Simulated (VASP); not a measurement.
Set up this calculation in VASP 6.6.1, as the native input.

- Task: single point
- Functional: LDA
- Potentials or basis: VASP PAW LDA potentials, release 64 (Mg, I)
- Cutoff: 520 eV
- k mesh: 6 × 6 × 4
- Occupations: gaussian, width 0.05 eV
- Spin: no spin polarisation
- Dipole correction: no
- Further INCAR settings: ALGO = Normal; EDIFF = 1e-06; NBANDS = 15

The structure of MgI2 lies in POSCAR:

```
MgI2
1.0
    4.0036596225      0.0000000000      0.0000000000
   -2.0018298112      3.4672709412      0.0000000000
    0.0000000000      0.0000000000      6.5674753639
Mg I
1 2
Direct
    0.0000000000      0.0000000000      0.0000000000
    0.3333333333      0.6666666667      0.7747750392
    0.6666666667      0.3333333333      0.2252249608
```

The input as run:

INCAR

```
SYSTEM = MgI2
ALGO = Normal ; EDIFF = 1E-6
ENCUT = 520 ; GGA = CA
ISIF = 2 ; ISMEAR = 0
LASPH = .TRUE. ; LCHARG = .FALSE.
LREAL = .FALSE. ; LWAVE = .FALSE.
NBANDS = 15 ; NELM = 60
PREC = Accurate ; SIGMA = 0.05
```

KPOINTS

```
k-points
0
G
  6 6 4
  0 0 0
```

Potentials or basis: VASP PAW LDA potentials, release 64 (Mg, I).

The run is started by

```console
$ cat potpaw_LDA.64/Mg/POTCAR potpaw_LDA.64/I/POTCAR > POTCAR
$ mpirun -np 1 vasp_std > vasp.out
```

It gave:

| Quantity | Value |
| --- | --- |
| Pressure | 5.5 GPa |
| Largest force | 1.363 eV/Å |
| Band gap on the k mesh | 3.23 eV, indirect (least direct gap 3.99 eV) |

Caveat: spin-orbit coupling is left out, which moves the levels of the heavy elements; forces of over 1 eV/Å act on the atoms, so gaps and moduli don't describe the material at rest.

Run time: 35 s on 1 thread of Intel(R) Xeon(R) Platinum 8259CL CPU @ 2.50GHz (Skylake/Cascade Lake) (shared host), peak memory 0.18 GiB.
